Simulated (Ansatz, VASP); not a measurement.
# P: VASP beside Ansatz

The input INCAR:

```
SYSTEM = P
PREC = Accurate ; ENCUT = 520
EDIFF = 1E-6 ; ISMEAR = 0
SIGMA = 0.05 ; LREAL = .FALSE.
LASPH = .TRUE. ; NELM = 80
ALGO = Normal ; ISIF = 2
LWAVE = .FALSE. ; LCHARG = .FALSE.
GGA = PS ; NBANDS = 18
```

File KPOINTS:

```
Automatic mesh
0
G
  8 1 6
  0 0 0
```

Contents of POSCAR:

```
P
1.0
    3.2837277200      0.0000000000      0.0000000000
    0.0000000000     34.8570309900      0.0000000000
    0.0000000000      0.0000000000      4.6320847100
P
4
Direct
    0.0000000000      0.9686895641      0.5868714795
    0.0000000000      0.0313104359      0.4131285205
    0.5000000000      0.0313104359      0.0868714795
    0.5000000000      0.9686895641      0.9131285205
```

Input for Ansatz:

```yaml
crystal:
  lattice:
    - [3.28372772, 0.0, 0.0]
    - [0.0, 34.85703099, 0.0]
    - [0.0, 0.0, 4.63208471]
  atoms:
    - { symbol: P, position: [0.0, 0.9686895641, 0.5868714795] }
    - { symbol: P, position: [0.0, 0.0313104359, 0.4131285205] }
    - { symbol: P, position: [0.5, 0.0313104359, 0.0868714795] }
    - { symbol: P, position: [0.5, 0.9686895641, 0.9131285205] }
basis:
  ecutwfc: 420
kpoints:
  mp_grid: { grid: [8, 1, 6] }
hamiltonian:
  xc: pbesol
scf:
  occupations: { method: gaussian, width: 0.05 }
output:
  forces: true
  stress: true
  eigenvalues: true
```

Change from the starting cell: mode 7 (349.0 1/cm) frozen in, largest displacement +0.060 Å.

Alike in both runs: task single point; functional PBEsol; k mesh 8 × 1 × 6; occupations gaussian, width 0.05 eV; no spin polarisation.

|  | VASP | Ansatz |
| --- | --- | --- |
| version | VASP 6.6.1 | Ansatz 0.2.0 |
| potentials or method | VASP PAW PBE potentials, release 64 (P), cutoff 520 eV | scalar-relativistic, plane waves, PAW |
| valence electrons in the cell | 20 | 20 |

Ansatz gave:

```
gap on the k mesh at the Fermi level (eV) : 0.55
least direct gap on the mesh (eV)         : 0.55
rms of the force components (eV/Å)        : 0.353
```

Question: Which values does VASP return?

Answer: gap on the k mesh at the Fermi level (eV): 0.57; least direct gap on the mesh (eV): 0.57; rms of the force components (eV/Å): 0.363.

VASP's potentials were made for PBE, not for PBEsol. Atom by atom the forces differ by 0.012 eV/Å (rms over components).
